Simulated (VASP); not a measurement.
# SnSe (Fm-3m) in VASP: further runs, part 2 of 2

VASP 6.6.1. The steps go on from the part before.

## (3) Relaxation of cell and atoms, PBEsol, target pressure 5 GPa, at which the enthalpy is minimised

The input, INCAR:

```
SYSTEM = SnSe
PREC = Accurate
ENCUT = 600
EDIFF = 1E-7
ISMEAR = -1
SIGMA = 0.05
LREAL = .FALSE.
LASPH = .TRUE.
NELM = 100
ALGO = Normal
ISIF = 3
LWAVE = .FALSE.
LCHARG = .FALSE.
GGA = PS
IBRION = 2
NSW = 80
EDIFFG = -0.005
PSTRESS = 50.0
```

The input, KPOINTS:

```
Automatic mesh
0
G
  8 8 8
  0 0 0
```

The input, POSCAR:

```
SnSe
1.0
    0.0000000000      3.0100000000      3.0100000000
    3.0100000000      0.0000000000      3.0100000000
    3.0100000000      3.0100000000      0.0000000000
Sn Se
1 1
Direct
    0.0000000000      0.0000000000      0.0000000000
    0.5000000000      0.5000000000      0.5000000000
```

Potentials or basis: VASP PAW PBE potentials, release 64 (Sn_d, Se).

The run is started by

```console
$ cat potpaw_PBE.64/Sn_d/POTCAR potpaw_PBE.64/Se/POTCAR > POTCAR
$ mpirun -np 1 vasp_std > vasp.out
```

OUTCAR:

```text
SYSTEM = SnSe
   PREC = Accurate
   ENCUT = 600
   EDIFF = 1E-7
   ISMEAR = -1
   LREAL = .FALSE.
   LASPH = .TRUE.
   NELM = 100
   ISIF = 3
   GGA = PS
   IBRION = 2
   NSW = 80
   EDIFFG = -0.005
   PSTRESS = 50.0

 ion  position               nearest neighbor table
   1  0.000  0.000  0.000-   2 3.01   2 3.01   2 3.01   2 3.01   2 3.01   2 3.01
   2  0.500  0.500  0.500-   1 3.01   1 3.01   1 3.01   1 3.01   1 3.01   1 3.01

  LATTYP: Found a face centered cubic cell.
 ALAT       =     6.0200000000

  Lattice vectors:

 A1 = (   0.0000000000,   3.0100000000,   3.0100000000)
 A2 = (   3.0100000000,   0.0000000000,   3.0100000000)
 A3 = (   3.0100000000,   3.0100000000,   0.0000000000)

Analysis of symmetry for initial positions (statically):
=====================================================================
 Subroutine PRICEL returns:
 Original cell was already a primitive cell.

 Routine SETGRP: Setting up the symmetry group for a
 face centered cubic supercell.

 Subroutine GETGRP returns: Found 48 space group operations
[... 9 lines left out ...]

 Routine SETGRP: Setting up the symmetry group for a
 face centered cubic supercell.

 Subroutine GETGRP returns: Found 48 space group operations
[... 11 lines left out ...]
                                     Primitive cell

  volume of cell :      54.5418

  direct lattice vectors                    reciprocal lattice vectors
     0.000000000  3.010000000  3.010000000    -0.166112957  0.166112957  0.166112957
     3.010000000  0.000000000  3.010000000     0.166112957 -0.166112957  0.166112957
     3.010000000  3.010000000  0.000000000     0.166112957  0.166112957 -0.166112957

  length of vectors
     4.256782823  4.256782823  4.256782823     0.287716081  0.287716081  0.287716081

  position of ions in fractional coordinates (direct lattice)
     0.000000000  0.000000000  0.000000000
     0.500000000  0.500000000  0.500000000

  ion indices of the primitive-cell ions
   primitive index   ion index
                 1           1
                 2           2

----------------------------------------------------------------------------------------

 KPOINTS: Automatic mesh

Automatic generation of k-mesh.
[... 76 lines left out ...]
   PSTRESS=   50.0 pullay stress
   NELECT =      20.0000    total number of electrons
   NUPDOWN=      -1.0000    fix difference up-down
   EMIN   =  10.00;   EMAX   =-10.00  energy-range for DOS
   EFERMI =   0.00;   METHOD = LEGACY
   ISMEAR =    -1;   SIGMA  =   0.05  broadening in eV -4-tet -1-fermi 0-gaus
   EFERMI_NEDOS =   21; number of points for ismear=-14 and -15
   IALGO  =     38    algorithm
   IMIX   =      4    mixing-type and parameters
     AMIX     =   0.40;   BMIX     =  1.00
     AMIX_MAG =   1.60;   BMIX_MAG =  1.00
  volume/ion in A,a.u.               =      27.27       184.03
  Fermi-wavevector in a.u.,A,eV,Ry     =   1.171768  2.214321 18.681350  1.373040
  Thomas-Fermi vector in A             =   2.308207
   LORBIT       =      0    0 simple, 1 ext, 2 COOP (PROOUT), +10 PAW based schemes
   GGA     = PS    functional components
   LHFCALC =     F    Hartree Fock is set to
   AEXX    =    0.0000 exact exchange contribution
   IVDW    =     0    specifies the selected vdW correction
   LEPSILON=     F    determine dielectric tensor
   LRPA    =     F    only Hartree local field effects (RPA)
 conjugate gradient relaxation of ions
 non-spin polarized calculation
  energy-cutoff  :      600.00
  volume of cell :       54.54
 maximum number of plane-waves:      1841
 NGX is ok and might be reduce to    36
   NGX = 17   NGY = 17   NGZ = 17

--------------------------------------- Ionic step        1  -------------------------------------------

 number of electron      19.9999999 magnetization

 Free energy of the ion-electron system (eV)
  ---------------------------------------------------
  ext. energy  EPLUGINS =         0.00000000
  ---------------------------------------------------
  free energy    TOTEN  =        -8.97424831 eV

  energy without entropy =       -8.97420841  energy(sigma->0) =       -8.97422836

 E-fermi :   5.6597     XC(G=0):  -9.7764

 val. band max:        5.3562344985   @ k =   0.5000   0.0000   0.0000
 cond. band min:       6.0068921543   @ k =   0.5000   0.0000   0.0000
 fundamental gap:      0.6506576557
 Fermi energy:         5.6597053476

 k-point     1 :       0.0000    0.0000    0.0000
  band No.  band energies     occupation
      1     -16.0438      2.00000
      2     -16.0438      2.00000
      3     -16.0438      2.00000
      4     -16.0431      2.00000
      5     -16.0431      2.00000
      6      -8.4368      2.00000
      7       0.3332      2.00000
      8       3.2593      2.00000
      9       3.2593      2.00000
     10       3.2593      2.00000
     11       9.7270      0.00000
     12       9.7270      0.00000
     13       9.7270      0.00000
     14      11.2452      0.00000
[... 580 lines left out ...]
--------------------------------------- Ionic step        6  -------------------------------------------

 number of electron      20.0000002 magnetization

 Free energy of the ion-electron system (eV)
  ---------------------------------------------------
  ext. energy  EPLUGINS =         0.00000000
  ---------------------------------------------------
  free energy    TOTEN  =        -8.93048522 eV

  energy without entropy =       -8.93040336  energy(sigma->0) =       -8.93044429

 E-fermi :   7.0999     XC(G=0): -10.2888

 val. band max:        6.7589130977   @ k =  -0.2500   0.1250   0.0000
 cond. band min:       7.4415872143   @ k =  -0.3750   0.1250   0.0000
 fundamental gap:      0.6826741166
 Fermi energy:         7.0998506493

 k-point     1 :       0.0000    0.0000    0.0000
  band No.  band energies     occupation
      1     -14.7464      2.00000
      2     -14.7464      2.00000
      3     -14.7413      2.00000
      4     -14.7413      2.00000
      5     -14.7413      2.00000
      6      -7.9486      2.00000
      7       2.0335      2.00000
      8       4.2323      2.00000
      9       4.2323      2.00000
     10       4.2323      2.00000
     11      11.4581      0.00000
     12      11.4581      0.00000
     13      11.4581      0.00000
     14      12.4113      0.00000
[... 424 lines left out ...]
  energy  without entropy=       -8.9304033568  energy(sigma->0) =       -8.93044429

  enthalpy is  TOTEN    =        -7.4082401592 eV   P V=        1.5222450627

 reached required accuracy - stopping structural energy minimisation
```

Wall time 2.1 min (1 thread of Intel Xeon 6975P-C, shared host); peak memory 0.22 GiB.

Results:

```yaml
Free_energy: -8.9305 eV
Relaxed_volume: 24.39 Å³/atom
Relaxed_cell: a = 4.101 Å, b = 4.101 Å, c = 4.101 Å, α = 60.00°, β = 60.00°, γ = 60.00°
Space_group_after_relaxing_to_0.05_Å: Fm-3m (No. 225)
Energy_change_on_relaxing_the_enthalpy_is_what_falls: +21.9 meV/atom
Ionic_steps: 6
Pressure_after_relaxing: 5.0 GPa
Band_gap_on_the_k_mesh: 0.68 eV, indirect (least direct gap 0.87 eV)
```

Step by step:
```
step  energy change (eV)  largest force (eV/Å)  pressure (GPa)  volume (Å³)
   1              0.0000                0.0000           -1.90        54.54
   2              0.1863                0.0000           10.56        45.79
   3              0.0431                0.0000            4.96        48.80
   4              0.0466                0.0000            5.13        48.69
   5              0.0424                0.0000            4.93        48.82
   6              0.0438                0.0000            5.00        48.78
```

Final structure:
```cif
data_structure
_symmetry_space_group_name_H-M 'P 1'
_symmetry_Int_Tables_number 1
_cell_length_a 4.1012
_cell_length_b 4.1012
_cell_length_c 4.1012
_cell_angle_alpha 60.000
_cell_angle_beta 60.000
_cell_angle_gamma 60.000
_cell_volume 48.78
loop_
_atom_site_label
_atom_site_type_symbol
_atom_site_fract_x
_atom_site_fract_y
_atom_site_fract_z
_atom_site_occupancy
Sn1 Sn 0.00000 0.00000 0.00000 1
Se1 Se 0.50000 0.50000 0.50000 1
```

Levels at points of the mesh, in eV from the valence-band top:
| k point | band 7 | band 8 | band 9 | band 10 | band 11 | band 12 | band 13 | band 14 |
| --- | --- | --- | --- | --- | --- | --- | --- | --- |
| (0.00, 0.00, 0.00) | -4.73 | -2.53 | -2.53 | -2.53 | 4.70 | 4.70 | 4.70 | 5.65 |
| (0.50, 0.00, 0.00) | -8.72 | -2.25 | -2.25 | -0.18 | 1.00 | 1.11 | 1.11 | 8.43 |
| (0.50, 0.50, 0.00) | -6.33 | -6.09 | -4.21 | -4.21 | 2.51 | 5.96 | 5.96 | 6.66 |

Caveat: the cell is relaxed towards a set pressure, so the enthalpy falls and the energy may rise; the PAW data sets were made with another functional, which shifts forces and pressure a little; spin-orbit coupling is left out, which moves the levels of the heavy elements. A k mesh can miss the band edges.

## (4) Relaxation of cell and atoms, PBEsol, target pressure 10 GPa, at which the enthalpy is minimised

The input, INCAR:

```
PREC     = Accurate       # precision mode
ENCUT    = 600            # plane-wave cutoff, eV
EDIFF    = 1E-6           # SCF threshold, eV
ISMEAR   = -1             # smearing method
SIGMA    = 0.05           # smearing width, eV
LREAL    = F              # projectors in reciprocal space
LASPH    = T              # aspherical terms in the spheres
NELM     = 60             # most SCF steps
ALGO     = Normal         # electronic algorithm
ISIF     = 3              # what is computed and relaxed
LWAVE    = F              # write WAVECAR
LCHARG   = F              # write CHGCAR
GGA      = PS             # functional
IBRION   = 2              # ionic algorithm
NSW      = 80             # ionic steps
EDIFFG   = -0.005         # ionic threshold
PSTRESS  = 100.0
```

The input, KPOINTS:

```
regular mesh
0
Gamma
  8 8 8
```

POSCAR is that of step 3.

The run is started by

```console
$ cat potpaw_PBE.64/Sn_d/POTCAR potpaw_PBE.64/Se/POTCAR > POTCAR
$ mpirun -np 1 vasp_std > vasp.out
```

Wall time 78 s (1 thread of Intel Xeon 6975P-C, shared host); peak memory 0.23 GiB.

It converged, with:

* Free energy: -8.8057 eV
* Relaxed volume: 23.03 Å³/atom
* Relaxed cell: a = 4.024 Å, b = 4.024 Å, c = 4.024 Å, α = 60.00°, β = 60.00°, γ = 60.00°
* Space group after relaxing (to 0.05 Å): Fm-3m (No. 225)
* Energy change on relaxing (the enthalpy is what falls): +84.3 meV/atom
* Ionic steps: 4
* Pressure after relaxing: 10.0 GPa
* Band gap on the k mesh: 0.59 eV, indirect (least direct gap 0.72 eV)

The path:
```
step  energy change (eV)  largest force (eV/Å)  pressure (GPa)  volume (Å³)
   1              0.0000                0.0000           -1.90        54.54
   2              0.8377                0.0000           27.54        40.06
   3              0.1589                0.0000            9.71        46.22
   4              0.1685                0.0000            9.97        46.06
```

Final structure:
```yaml
crystal:
  lattice:
    - [0.00000, 2.84520, 2.84520]
    - [2.84520, 0.00000, 2.84520]
    - [2.84520, 2.84520, 0.00000]
  atoms:
    - { symbol: Sn, position: [0.00000, 0.00000, 0.00000] }
    - { symbol: Se, position: [0.50000, 0.50000, 0.50000] }
```

Levels at points of the mesh, in eV from the valence-band top:
| k point | band 8 | band 9 | band 10 | band 11 | band 12 | band 13 |
| --- | --- | --- | --- | --- | --- | --- |
| (0.00, 0.00, 0.00) | -2.86 | -2.86 | -2.86 | 4.77 | 4.77 | 4.77 |
| (0.50, 0.00, 0.00) | -2.56 | -2.56 | -0.39 | 0.89 | 0.89 | 1.11 |
| (0.50, 0.50, 0.00) | -6.28 | -4.68 | -4.68 | 2.14 | 6.16 | 6.16 |

Caveat: the cell is relaxed towards a set pressure, so the enthalpy falls and the energy may rise; the volume moved by over 15 % at a fixed basis, so the end points are rough; the PAW data sets were made with another functional, which shifts forces and pressure a little; spin-orbit coupling is left out, which moves the levels of the heavy elements.

## (5) Overview

```tsv
cell	gap on the mesh (eV)	pressure (GPa)
relaxed	0.75	0.0
relaxed to 5 GPa	0.68	5.0
relaxed to 10 GPa	0.59	10.0
```

Alike in all rows: task relaxation of cell and atoms; level PBEsol; potentials or basis VASP PAW PBE potentials, release 64 (Sn_d, Se); no spin polarisation; k mesh 8 × 8 × 8; cutoff (eV) 600; smearing fermi-dirac 0.05 eV.

Caveats: the PAW data sets were made with another functional, which shifts forces and pressure a little; spin-orbit coupling is left out, which moves the levels of the heavy elements; the cell is relaxed towards a set pressure, so the enthalpy falls and the energy may rise (some runs); the volume moved by over 15 % at a fixed basis, so the end points are rough (some runs).

Total energies depend on the potentials used, so only differences within one code and one set of settings carry meaning.
